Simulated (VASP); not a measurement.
# CoH4 (P6/mmm) in VASP: notebook, part 2 of 2

VASP 6.6.1. The steps go on from the part before.

## (3) Single point, PBE, collinear spin, ferromagnetic start

This run uses another cell than the first one, of 9.03 Å³/atom, 1.313 times its volume.

Contents of INCAR:

```
ALGO = Normal ; EDIFF = 1E-7
ENCUT = 520 ; GGA = PE
ISIF = 2 ; ISMEAR = 0
ISPIN = 2 ; LASPH = T
LCHARG = F ; LMAXMIX = 4
LORBIT = 11 ; LREAL = F
LWAVE = F ; MAGMOM = 3 0 0 0 0
NBANDS = 18 ; NELM = 150
PREC = Accurate ; SIGMA = 0.1
```

Contents of KPOINTS:

```
k-points
0
Gamma
  6 6 4
```

Contents of POSCAR:

```
CoH4
1.0
    3.0765869200      0.0000000000      0.0000000000
   -1.5382934600      2.6644024300      0.0000000000
    0.0000000000      0.0000000000      5.5066893300
Co H
1 4
Direct
    0.0000000000      0.0000000000      0.0000000000
    0.3333333300      0.6666666700      0.0974981300
    0.3333333300      0.6666666700      0.9025018700
    0.6666666700      0.3333333300      0.9025018700
    0.6666666700      0.3333333300      0.0974981300
```

Potentials or basis: VASP PAW PBE potentials, release 64 (Co, H).

On the command line:

```sh
> cat potpaw_PBE.64/Co/POTCAR potpaw_PBE.64/H/POTCAR > POTCAR
> mpirun -np 1 vasp_std > vasp.out
```

OUTCAR:

```text
EDIFF = 1E-7
   ENCUT = 520
   GGA = PE
   ISIF = 2
   ISMEAR = 0
   ISPIN = 2
   LASPH = T
   LORBIT = 11
   LREAL = F
   NELM = 150
   PREC = Accurate

 ion  position               nearest neighbor table
   1  0.000  0.000  0.000-   2 1.86   3 1.86   4 1.86   5 1.86   4 1.86   5 1.86   2 1.86   3 1.86
                             4 1.86   5 1.86   2 1.86   3 1.86
   2  0.333  0.667  0.097-   1 1.86   1 1.86   1 1.86
   3  0.333  0.667  0.903-   1 1.86   1 1.86   1 1.86
   4  0.667  0.333  0.903-   1 1.86   1 1.86   1 1.86
   5  0.667  0.333  0.097-   1 1.86   1 1.86   1 1.86
[... 1113 lines left out ...]
     0.000000000  0.000000000  5.506689330     0.000000000  0.000000000  0.181597316

 POSITION                                       TOTAL-FORCE (eV/Angst)
 -----------------------------------------------------------------------------------
      0.00000      0.00000      0.00000        -0.000000     -0.000000      0.000000
     -0.00000      1.77627      0.53689         0.000000      0.000000      0.629955
     -0.00000      1.77627      4.96980         0.000000      0.000000     -0.629955
      1.53829      0.88813      4.96980        -0.000000      0.000000     -0.629955
      1.53829      0.88813      0.53689        -0.000000     -0.000000      0.629955
 -----------------------------------------------------------------------------------
    total drift:                                0.000000     -0.000000     -0.000000

  FREE ENERGIE OF THE ION-ELECTRON SYSTEM (eV)
  ---------------------------------------------------
  free  energy   TOTEN  =       -16.7192373644 eV

  energy  without entropy=      -16.7044066915  energy(sigma->0) =      -16.71182203

 total charge

# of ion       s       p       d       tot
------------------------------------------
    1        0.272   0.377   7.630   8.279
    2        0.496   0.031   0.000   0.527
    3        0.496   0.031   0.000   0.527
    4        0.496   0.031   0.000   0.527
    5        0.496   0.031   0.000   0.527
--------------------------------------------------
tot          2.255   0.503   7.630  10.387

 magnetization (x)

# of ion       s       p       d       tot
------------------------------------------
    1        0.031   0.006   0.329   0.366
    2        0.009   0.001   0.000   0.010
    3        0.009   0.001   0.000   0.010
    4        0.009   0.001   0.000   0.010
    5        0.009   0.001   0.000   0.010
--------------------------------------------------
tot          0.069   0.010   0.329   0.407
```

stdout:

```text
POSCAR found type information on POSCAR CoH
 POSCAR found :  2 types and       5 ions
 scaLAPACK will be used
 LDA part: xc-table for (Slater+PW92), standard interpolation
 POSCAR, INCAR and KPOINTS ok, starting setup
 FFT: planning ... GRIDC
 FFT: planning ... GRID_SOFT
 FFT: planning ... GRID
 WAVECAR not read
 entering main loop
```

Wall time 18 s (1 thread of Intel Xeon 6975P-C (Granite Rapids), shared host); peak memory 0.18 GiB.

What came out:

* Free energy: -16.7192 eV
* Pressure: -2.0 GPa
* Largest force: 0.630 eV/Å
* Net moment: 0.44 μB per cell
* Site moments: Co +0.37; H +0.01 μB
* Valence electrons inside the program's atomic spheres: Co 8.28; H 0.53

Forces in eV/Å, atoms in the order of the input:
```
Co   0.000  0.000  0.000
H    0.000  0.000  0.630
H    0.000  0.000 -0.630
H    0.000  0.000 -0.630
H    0.000  0.000  0.630
```

Stress tensor (GPa, compression positive):
```
-5.21  0.00  0.00
 0.00 -5.21  0.00
 0.00  0.00  4.53
```

Caveat: the k points lie up to 0.39 Å⁻¹ apart.

## (4) Single point, PBE

This run uses another cell than the first one, of 6.27 Å³/atom, 0.912 times its volume.

Contents of INCAR:

```
ALGO = Normal
EDIFF = 1E-6
ENCUT = 520
GGA = PE
ISIF = 2
ISMEAR = 0
LASPH = True
LCHARG = False
LREAL = False
LWAVE = False
NBANDS = 14
NELM = 80
PREC = Accurate
SIGMA = 0.1
```

Contents of KPOINTS:

```
k-points
0
Gamma
  18 18 8
```

Contents of POSCAR:

```
CoH4
1.0
    2.6363322946      0.0000000000      0.0000000000
   -1.3181661473      2.2831307400      0.0000000000
    0.0000000000      0.0000000000      5.2073667974
Co H
1 4
Direct
    0.0000000000      0.0000000000      0.0000000000
    0.3333333333      0.6666666667      0.1858572696
    0.3333333333      0.6666666667      0.8141427304
    0.6666666667      0.3333333333      0.8141427304
    0.6666666667      0.3333333333      0.1858572696
```

Potentials or basis: VASP PAW PBE potentials, release 64 (Co, H).

On the command line:

```sh
> cat potpaw_PBE.64/Co/POTCAR potpaw_PBE.64/H/POTCAR > POTCAR
> mpirun -np 1 vasp_std > vasp.out
```

OUTCAR:

```text
EDIFF = 1E-6
   ENCUT = 520
   GGA = PE
   ISIF = 2
   ISMEAR = 0
   LASPH = True
   LREAL = False
   NELM = 80
   PREC = Accurate

 ion  position               nearest neighbor table
   1  0.000  0.000  0.000-   2 1.80   3 1.80   4 1.80   5 1.80   4 1.80   5 1.80   2 1.80   3 1.80
                             4 1.80   5 1.80   2 1.80   3 1.80
   2  0.333  0.667  0.186-   1 1.80   1 1.80   1 1.80
   3  0.333  0.667  0.814-   1 1.80   1 1.80   1 1.80
   4  0.667  0.333  0.814-   1 1.80   1 1.80   1 1.80
[... 615 lines left out ...]
  -------------------------------------------------------------------------------------
  Total       -0.0277930     -0.0277930     -0.0283284      0.0000000      0.0000000      0.0000000
  in kB       -1.4206822     -1.4206822     -1.4480480      0.0000000      0.0000000      0.0000000
  external PRESSURE =      -1.4298041 kB  Pullay stress =       0.0000000 kB

 VOLUME and BASIS-vectors are now :
 -----------------------------------------------------------------------------
  energy-cutoff  :      520.00
  volume of cell :       31.34
      direct lattice vectors                 reciprocal lattice vectors
     2.636332295  0.000000000  0.000000000     0.379314854  0.218997533  0.000000000
    -1.318166147  2.283130740  0.000000000     0.000000000  0.437995066  0.000000000
     0.000000000  0.000000000  5.207366797     0.000000000  0.000000000  0.192035637

 POSITION                                       TOTAL-FORCE (eV/Angst)
 -----------------------------------------------------------------------------------
      0.00000      0.00000      0.00000        -0.000000     -0.000000     -0.000000
     -0.00000      1.52209      0.96783         0.000000     -0.000000      0.003916
     -0.00000      1.52209      4.23954         0.000000     -0.000000     -0.003916
      1.31817      0.76104      4.23954        -0.000000      0.000000     -0.003916
      1.31817      0.76104      0.96783        -0.000000      0.000000      0.003916
 -----------------------------------------------------------------------------------
    total drift:                                0.000000      0.000000     -0.000000

  FREE ENERGIE OF THE ION-ELECTRON SYSTEM (eV)
  ---------------------------------------------------
  free  energy   TOTEN  =       -18.5422867156 eV

  energy  without entropy=      -18.5358380329  energy(sigma->0) =      -18.53906237
```

Wall time 30 s (1 thread of Intel Xeon 6975P-C (Granite Rapids), shared host); peak memory 0.2 GiB.

Results:

```yaml
Free_energy: -18.5423 eV
Pressure: -0.1 GPa
Largest_force: 0.004 eV/Å
```

Forces in eV/Å, atoms in the order of the input:
```
Co   0.000  0.000  0.000
H    0.000  0.000  0.004
H    0.000  0.000 -0.004
H    0.000  0.000 -0.004
H    0.000  0.000  0.004
```

## (5) Relaxation of cell and atoms, PBE, collinear spin, ferromagnetic start

This run uses another cell than the first one, of 9.03 Å³/atom, 1.313 times its volume.

Contents of INCAR:

```
PREC     = Accurate       # precision mode
ENCUT    = 600            # plane-wave cutoff, eV
EDIFF    = 1E-6           # SCF threshold, eV
ISMEAR   = 0              # smearing method
SIGMA    = 0.1            # smearing width, eV
LREAL    = False          # projectors in reciprocal space
LASPH    = True           # aspherical terms in the spheres
NELM     = 150            # most SCF steps
ALGO     = Normal         # electronic algorithm
ISIF     = 3              # what is computed and relaxed
LWAVE    = False          # write WAVECAR
LCHARG   = False          # write CHGCAR
ISPIN    = 2              # spin polarisation
MAGMOM   = 3 0 0 0 0      # initial moments
LORBIT   = 11             # projections on sites
LMAXMIX  = 4              # l up to which the mixer works
GGA      = PE             # functional
IBRION   = 2              # ionic algorithm
NSW      = 90             # ionic steps
EDIFFG   = -0.04          # ionic threshold
```

Contents of KPOINTS:

```
regular mesh
0
Gamma
  6 6 4
```

Contents of POSCAR:

```
CoH4
1.0
    3.0765869200      0.0000000000      0.0000000000
   -1.5382934600      2.6644024300      0.0000000000
    0.0000000000      0.0000000000      5.5066893300
Co H
1 4
Direct
    0.0000000000      0.0000000000      0.0000000000
    0.3333333300      0.6666666700      0.0974981300
    0.3333333300      0.6666666700      0.9025018700
    0.6666666700      0.3333333300      0.9025018700
    0.6666666700      0.3333333300      0.0974981300
```

On the command line:

```sh
> cat potpaw_PBE.64/Co/POTCAR potpaw_PBE.64/H/POTCAR > POTCAR
> mpirun -np 1 vasp_std > vasp.out
```

Run time: 1.9 min. Hardware: 1 thread of Intel Xeon 6975P-C (Granite Rapids), shared host; peak memory 0.24 GiB.

Results (log left out):

- Free energy: -18.5879 eV
- Relaxed volume: 7.51 Å³/atom
- Relaxed cell: a = 2.639 Å, b = 2.639 Å, c = 6.222 Å, α = 90.00°, β = 90.00°, γ = 120.00°
- Space group after relaxing (to 0.05 Å): P6/mmm (No. 191)
- Energy gained by relaxing: 373.5 meV/atom
- Ionic steps: 9
- Pressure after relaxing: -0.1 GPa
- Largest force after relaxing: 0.022 eV/Å
- Net moment: 0.00 μB per cell
- Valence electrons inside the program's atomic spheres: Co 8.60; H 0.50

Forces in eV/Å, atoms in the order of the input:
```
Co   0.000  0.000  0.000
H    0.000  0.000  0.022
H    0.000  0.000 -0.022
H    0.000  0.000 -0.022
H    0.000  0.000  0.022
```

Stress tensor (GPa, compression positive):
```
-0.19  0.00  0.00
 0.00 -0.19  0.00
 0.00  0.00  0.07
```

The path:
```tsv
step	energy change (eV)	largest force (eV/Å)	pressure (GPa)	volume (Å³)
1	0.0000	0.6306	-1.88	45.14
2	-0.1680	0.8518	-2.92	44.44
3	-0.6338	1.1502	-4.38	42.96
4	-1.5518	0.7182	-2.76	39.84
5	-1.1409	0.5968	13.11	33.18
6	-1.8666	0.0162	0.67	37.22
7	-1.8670	0.0432	0.41	37.39
8	-1.8667	0.0072	-0.80	37.72
9	-1.8673	0.0219	-0.11	37.53
```

Final structure:
```
CELL_PARAMETERS angstrom
2.63899 0.00000 0.00000
-1.31950 2.28543 0.00000
0.00000 0.00000 6.22221
ATOMIC_POSITIONS crystal
Co 0.00000 0.00000 0.00000
H 0.33333 0.66667 0.15451
H 0.33333 0.66667 0.84549
H 0.66667 0.33333 0.84549
H 0.66667 0.33333 0.15451
```

Levels at points of the mesh, in eV from the Fermi level:
Spin up:
| k point | band 3 | band 4 | band 5 | band 6 | band 7 | band 8 | band 9 | band 10 | band 11 | band 12 |
| --- | --- | --- | --- | --- | --- | --- | --- | --- | --- | --- |
| (0.00, 0.00, 0.00) | -2.78 | -2.08 | -2.08 | -0.78 | -0.78 | 2.85 | 6.71 | 9.02 | 9.78 | 11.15 |
| (0.50, 0.00, 0.00) | -6.67 | -1.31 | -1.22 | -0.47 | -0.23 | 1.85 | 2.98 | 7.97 | 9.96 | 11.56 |
| (0.00, 0.00, 0.50) | -2.65 | -2.08 | -2.08 | -0.78 | -0.78 | 3.77 | 5.76 | 6.71 | 9.77 | 17.31 |
| (0.50, 0.00, 0.50) | -6.69 | -1.29 | -1.22 | -0.55 | -0.23 | 1.89 | 2.86 | 9.52 | 9.93 | 11.11 |
Spin down:
| k point | band 5 | band 6 | band 7 | band 8 | band 9 | band 10 |
| --- | --- | --- | --- | --- | --- | --- |
| (0.00, 0.00, 0.00) | -2.08 | -0.78 | -0.78 | 2.85 | 6.71 | 9.02 |
| (0.50, 0.00, 0.00) | -1.22 | -0.47 | -0.23 | 1.85 | 2.98 | 7.97 |
| (0.00, 0.00, 0.50) | -2.08 | -0.78 | -0.78 | 3.77 | 5.76 | 6.71 |
| (0.50, 0.00, 0.50) | -1.22 | -0.55 | -0.23 | 1.89 | 2.86 | 9.52 |

Caveat: the k points lie up to 0.46 Å⁻¹ apart in the final cell; the starting moments collapsed, and a magnetic state may lie lower; the volume moved by over 15 % at a fixed basis, so the end points are rough.
